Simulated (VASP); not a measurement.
# In3PN2 (P-6m2) in VASP: relaxation of cell and atoms with PBE

Aim: the relaxation of cell and atoms of In3PN2 with PBE.

Program: VASP 6.6.1. These are calculated values, not measurements. Logs are shortened: lines on timing, memory, paths and dates and some standing lists are left out, and cuts for length are marked.

### 1 The cell of the first run

Symmetry: P-6m2, No. 187, hexagonal system. Conventional cell: a = 4.169 Å, b = 4.169 Å, c = 9.291 Å, α = 90.00°, β = 90.00°, γ = 120.00°. Within 3.2 Å of In (site symmetry -6m2) lie 3 In at 2.41 Å. In (site symmetry -6m2) has 3 P at 2.41 Å within 3.2 Å. In (site symmetry -6m2) has 3 In at 2.41 Å within 3.2 Å. P (site symmetry -6m2) has 3 In at 2.41 Å within 3.2 Å. N (site symmetry 3m) has 9 In at 3.33 to 3.36 Å and 3 P at 3.36 Å and 6 N at 4.17 Å within 4.4 Å.

The cell was generated, and may not be a known phase.

### 2 Relaxation of cell and atoms, PBE

Input file INCAR:

```
  PREC = Accurate
  ENCUT = 600
  EDIFF = 1E-7
  ISMEAR = 0
  SIGMA = 0.15
  LREAL = False
  LASPH = True
  NELM = 120
  ALGO = Normal
  ISIF = 3
  LWAVE = False
  LCHARG = False
  GGA = PE
  IBRION = 2
  NSW = 36
  EDIFFG = -0.08
  GGA_COMPAT = False
  NELMIN = 4
```

Input file KPOINTS:

```
regular mesh
0
Gamma
  3 3 2
```

Input file POSCAR:

```
In3PN2
1.0
    4.1692533600      0.0000000000      0.0000000000
   -2.0846266800      3.6106793300      0.0000000000
    0.0000000000      0.0000000000      9.2907335300
In P N
3 1 2
Direct
    0.0000000000      0.0000000000      0.0000000000
    0.3333333300      0.6666666700      0.5000000000
    0.3333333300      0.6666666700      0.0000000000
    0.0000000000      0.0000000000      0.5000000000
    0.6666666700      0.3333333300      0.7522701000
    0.6666666700      0.3333333300      0.2477299000
```

Potentials or basis: VASP PAW PBE potentials, release 64 (In_d, P, N).

On the command line:

```console
$ cat potpaw_PBE.64/In_d/POTCAR potpaw_PBE.64/P/POTCAR potpaw_PBE.64/N/POTCAR > POTCAR
$ mpirun -np 1 vasp_std > vasp.out
```

OUTCAR:

```text
PREC = Accurate
   ENCUT = 600
   EDIFF = 1E-7
   ISMEAR = 0
   LREAL = False
   LASPH = True
   NELM = 120
   ISIF = 3
   GGA = PE
   IBRION = 2
   NSW = 36
   EDIFFG = -0.08
   NELMIN = 4

 ion  position               nearest neighbor table
   1  0.000  0.000  0.000-   3 2.41   3 2.41   3 2.41
   2  0.333  0.667  0.500-   4 2.41   4 2.41   4 2.41
   3  0.333  0.667  0.000-   1 2.41   1 2.41   1 2.41
   4  0.000  0.000  0.500-   2 2.41   2 2.41   2 2.41
   5  0.667  0.333  0.752-
   6  0.667  0.333  0.248-

  LATTYP: Found a hexagonal cell.
 ALAT       =     4.1692533600
 C/A-ratio  =     2.2283926468

  Lattice vectors:

 A1 = (   4.1692533600,   0.0000000000,   0.0000000000)
 A2 = (  -2.0846266800,   3.6106793300,   0.0000000000)
 A3 = (   0.0000000000,   0.0000000000,   9.2907335300)

Analysis of symmetry for initial positions (statically):
=====================================================================
 Subroutine PRICEL returns:
 Original cell was already a primitive cell.

 Routine SETGRP: Setting up the symmetry group for a
 hexagonal supercell.

 Subroutine GETGRP returns: Found 12 space group operations
 (whereof 12 operations were pure point group operations)
 out of a pool of 24 trial point group operations.

The static configuration has the point symmetry D_3h.

Analysis of symmetry for dynamics (positions and initial velocities):
=====================================================================
 Subroutine PRICEL returns:
 Original cell was already a primitive cell.

 Routine SETGRP: Setting up the symmetry group for a
 hexagonal supercell.

 Subroutine GETGRP returns: Found 12 space group operations
 (whereof 12 operations were pure point group operations)
 out of a pool of 24 trial point group operations.

The dynamic configuration has the point symmetry D_3h.

 Subroutine INISYM returns: Found 12 space group operations
 (whereof 12 operations are pure point group operations),
 and found     1 'primitive' translations

----------------------------------------------------------------------------------------

                                     Primitive cell

  volume of cell :     139.8612

  direct lattice vectors                    reciprocal lattice vectors
     4.169253360  0.000000000  0.000000000     0.239851099  0.138478096  0.000000000
    -2.084626680  3.610679330  0.000000000     0.000000000  0.276956193  0.000000000
     0.000000000  0.000000000  9.290733530     0.000000000  0.000000000  0.107634128

  length of vectors
[... 67 lines left out ...]
   LSORBIT =      F    spin-orbit coupling
   LASPH  =      T    aspherical Exc in radial PAW
   ENCUT  =  600.0 eV  44.10 Ry    6.64 a.u.   8.33  8.33 18.56*2*pi/ulx,y,z
   NELM   =    120;   NELMIN=  4; NELMDL= -5     # of ELM steps
   EDIFF  = 0.1E-06   stopping-criterion for ELM
   LREAL  =      F    real-space projection
   EDIFFG = -.8E-01   stopping-criterion for IOM
   NSW    =     36    number of steps for IOM
   IBRION =      2    ionic relax: 0-MD 1-quasi-New 2-CG
   NFREE  =      1    steps in history (QN), initial steepest desc. (CG)
   ISIF   =      3    stress and relaxation
   ISYM   =      2    0-nonsym 1-usesym 2-fastsym
   POTIM  = 0.5000    time-step for ionic-motion
   TEBEG  =    0.0;   TEEND  =   0.0 temperature during run
   PSTRESS=    0.0 pullay stress
   NELECT =      54.0000    total number of electrons
   NUPDOWN=      -1.0000    fix difference up-down
   EMIN   =  10.00;   EMAX   =-10.00  energy-range for DOS
   EFERMI =   0.00;   METHOD = LEGACY
   ISMEAR =     0;   SIGMA  =   0.15  broadening in eV -4-tet -1-fermi 0-gaus
   EFERMI_NEDOS =   21; number of points for ismear=-14 and -15
   IALGO  =     38    algorithm
   IMIX   =      4    mixing-type and parameters
     AMIX     =   0.40;   BMIX     =  1.00
     AMIX_MAG =   1.60;   BMIX_MAG =  1.00
  volume/ion in A,a.u.               =      23.31       157.30
  Fermi-wavevector in a.u.,A,eV,Ry     =   1.192084  2.252713 19.334767  1.421065
  Thomas-Fermi vector in A             =   2.328131
   LORBIT       =      0    0 simple, 1 ext, 2 COOP (PROOUT), +10 PAW based schemes
   GGA     = PE    functional components
   LHFCALC =     F    Hartree Fock is set to
   AEXX    =    0.0000 exact exchange contribution
   IVDW    =     0    specifies the selected vdW correction
   LEPSILON=     F    determine dielectric tensor
   LRPA    =     F    only Hartree local field effects (RPA)
 conjugate gradient relaxation of ions
 non-spin polarized calculation
 Gauss-broadening in eV      SIGMA  =   0.15
  energy-cutoff  :      600.00
  volume of cell :      139.86
 maximum number of plane-waves:      4698
 NGX is ok and might be reduce to    36
   NGX = 17   NGY = 17   NGZ = 37

--------------------------------------- Ionic step        1  -------------------------------------------

 number of electron      54.0000002 magnetization

 Free energy of the ion-electron system (eV)
  ---------------------------------------------------
  ext. energy  EPLUGINS =         0.00000000
  ---------------------------------------------------
  free energy    TOTEN  =       -16.13409074 eV

  energy without entropy =      -16.01654955  energy(sigma->0) =      -16.07532015

------------------------ aborting loop because EDIFF is reached ----------------------------------------

  FORCE on cell =-STRESS in cart. coord.  units (eV):
  Direction    XX          YY          ZZ          XY          YZ          ZX
  --------------------------------------------------------------------------------------
  -------------------------------------------------------------------------------------
  Total       14.3667225     14.3667226    -12.6234281      0.0000000      0.0000000      0.0000000
  in kB      164.5777329    164.5777334   -144.6074548      0.0000000      0.0000000      0.0000000
  external PRESSURE =      61.5160038 kB  Pullay stress =       0.0000000 kB
[... 538 lines left out ...]
     31       6.5723      0.00000
     32       8.4929      0.00000

[... ionic steps 4 to 25 ...]

--------------------------------------- Ionic step       26  -------------------------------------------

 number of electron      54.0000038 magnetization

------------------------ aborting loop because EDIFF is reached ----------------------------------------
[... 75 lines left out ...]
--------------------------------------- Ionic step       28  -------------------------------------------

 number of electron      54.0000039 magnetization

 Free energy of the ion-electron system (eV)
  ---------------------------------------------------
  ext. energy  EPLUGINS =         0.00000000
  ---------------------------------------------------
  free energy    TOTEN  =       -27.13929814 eV

  energy without entropy =      -27.09960160  energy(sigma->0) =      -27.11944987

 E-fermi :   4.4753     XC(G=0):  -9.0707

 val. band max:        4.4238301059   @ k =   0.0000   0.0000   0.5000
 cond. band min:       4.5076036215   @ k =   0.3333  -0.0000   0.5000
 fundamental gap:      0.0837735156
 Fermi energy:         4.4753424326
[... 241 lines left out ...]
  FREE ENERGIE OF THE ION-ELECTRON SYSTEM (eV)
  ---------------------------------------------------
  free  energy   TOTEN  =       -27.1392981393 eV

  energy  without entropy=      -27.0996016033  energy(sigma->0) =      -27.11944987

 reached required accuracy - stopping structural energy minimisation
```

CONTCAR:

```text
In3PN2
   1.00000000000000
     5.4819731348111711    0.0000000000000000    0.0000000000000000
    -2.7409865674055856    4.7475280081352071    0.0000000000000000
     0.0000000000000000    0.0000000000000000    5.5599872236411754
  In              P               N
     3     1     2
Direct
     0.0000000000000000    0.0000000000000000    0.0000000000000000
     0.3333333300000021    0.6666666699999979    0.5000000000000000
     0.3333333300000021    0.6666666699999979    0.0000000000000000
     0.0000000000000000    0.0000000000000000    0.5000000000000000
     0.6666666699999979    0.3333333300000021    0.8984634858053305
     0.6666666699999979    0.3333333300000021    0.1015365141946696

  0.00000000E+00  0.00000000E+00  0.00000000E+00
  0.00000000E+00  0.00000000E+00  0.00000000E+00
  0.00000000E+00  0.00000000E+00  0.00000000E+00
  0.00000000E+00  0.00000000E+00  0.00000000E+00
  0.00000000E+00  0.00000000E+00  0.00000000E+00
  0.00000000E+00  0.00000000E+00  0.00000000E+00
```

Run time: 28 min. Hardware: 1 thread of Intel Xeon 8259CL, shared host; peak memory 0.35 GiB.

What came out:

```
Free energy                           : -27.1393 eV
Relaxed volume                        : 24.12 Å³/atom
Relaxed cell                          : a = 5.482 Å, b = 5.482 Å, c = 5.560 Å, α = 90.00°, β = 90.00°, γ = 120.00°
Space group after relaxing (to 0.1 Å) : P-6m2 (No. 187)
Pressure after relaxing               : -0.1 GPa
Largest force after relaxing          : 0.079 eV/Å
Band gap on the k mesh                : zero (bands 27 and 28 overlap by 0.76 eV)
```

Forces on the atoms (eV/Å):
```
In   0.000  0.000  0.000
In   0.000  0.000  0.000
In   0.000  0.000  0.000
P    0.000  0.000  0.000
N    0.000  0.000  0.079
N    0.000  0.000 -0.079
```

Final structure:
```
CELL_PARAMETERS angstrom
5.48197 0.00000 0.00000
-2.74099 4.74753 0.00000
0.00000 0.00000 5.55999
ATOMIC_POSITIONS crystal
In 0.00000 0.00000 0.00000
In 0.33333 0.66667 0.50000
In 0.33333 0.66667 0.00000
P 0.00000 0.00000 0.50000
N 0.66667 0.33333 0.89846
N 0.66667 0.33333 0.10154
```

Caveat: the k points lie up to 0.57 Å⁻¹ apart in the final cell, too coarse for converged energies and pressures of a metal; semilocal functionals underestimate gaps, and a narrow one can read as zero; a cell axis changed by over 15 % at a fixed basis, so the end point is rough; spin-orbit coupling is left out, which moves the levels of the heavy elements; the relaxation stopped at a loose force limit of 0.08 eV/Å, so its end isn't a converged minimum.

The gap in the log of VASP goes by the Fermi energy; the results here count the filled bands.